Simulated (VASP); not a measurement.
Ga3O: relaxation of cell and atoms with PBE

The system is Ga3O.

```xyz
4
Lattice="4.0180 0.0000 0.0000 0.0000 4.0180 0.0000 0.0000 0.0000 4.0180" Properties=species:S:1:pos:R:3 pbc="T T T"
Ga    0.0000    2.0090    2.0090
Ga    2.0090    0.0000    2.0090
Ga    2.0090    2.0090    0.0000
O     0.0000    0.0000    0.0000
```

| Quantity | Value |
| --- | --- |
| Program | VASP 6.6.1 |
| Task | relaxation of cell and atoms |
| Functional | PBE |
| Potentials or basis | VASP PAW PBE potentials, release 64 (Ga_d, O) |
| Cutoff | 600 eV |
| k mesh | 12 × 12 × 12 |
| Occupations | gaussian, width 0.1 eV |
| Spin | no spin polarisation |
| Dipole correction | no |
| Further INCAR settings | ALGO = Normal; EDIFF = 1e-06; IBRION = 2; EDIFFG = -0.01; NSW = 100; ISIF = 3 |

```yaml
Relaxed_volume: 16.07 Å³/atom
Relaxed_cell: a = 4.006 Å, b = 4.006 Å, c = 4.006 Å, α = 90.00°, β = 90.00°, γ = 90.00°
Space_group_after_relaxing_to_0.1_Å: Pm-3m (No. 221)
Energy_gained_by_relaxing: 0.3 meV/atom
Ionic_steps: 2
Pressure_after_relaxing: -0.1 GPa
Band_gap_on_the_k_mesh: zero (an odd number of electrons rules out a gap without spin polarisation)
```

Step by step:
```
step  energy change (eV)  largest force (eV/Å)  pressure (GPa)  volume (Å³)
   1              0.0000                0.0000           -0.62        64.87
   2             -0.0013                0.0000           -0.06        64.28
```

Final structure:
```yaml
crystal:
  lattice:
    - [4.00577, 0.00000, 0.00000]
    - [0.00000, 4.00577, 0.00000]
    - [0.00000, 0.00000, 4.00577]
  atoms:
    - { symbol: Ga, position: [0.00000, 0.50000, 0.50000] }
    - { symbol: Ga, position: [0.50000, 0.00000, 0.50000] }
    - { symbol: Ga, position: [0.50000, 0.50000, 0.00000] }
    - { symbol: O, position: [0.00000, 0.00000, 0.00000] }
```

Levels at points of the mesh, in eV from the Fermi level:
```tsv
k point	band 20	band 21	band 22	band 23	band 24	band 25
(0.00, 0.00, 0.00)	-3.41	-1.26	-1.26	0.75	0.75	0.75
(0.50, 0.00, 0.00)	-2.54	-1.55	-0.26	0.28	0.28	2.80
(0.50, 0.50, 0.00)	-2.17	-1.37	-0.83	-0.83	2.55	2.82
(0.50, 0.50, 0.50)	-4.52	-4.41	-4.41	-4.41	1.95	1.95
```

Run time: 3.4 min on 1 thread of Intel Xeon 8259CL, with other jobs on the host, peak memory 0.29 GiB.
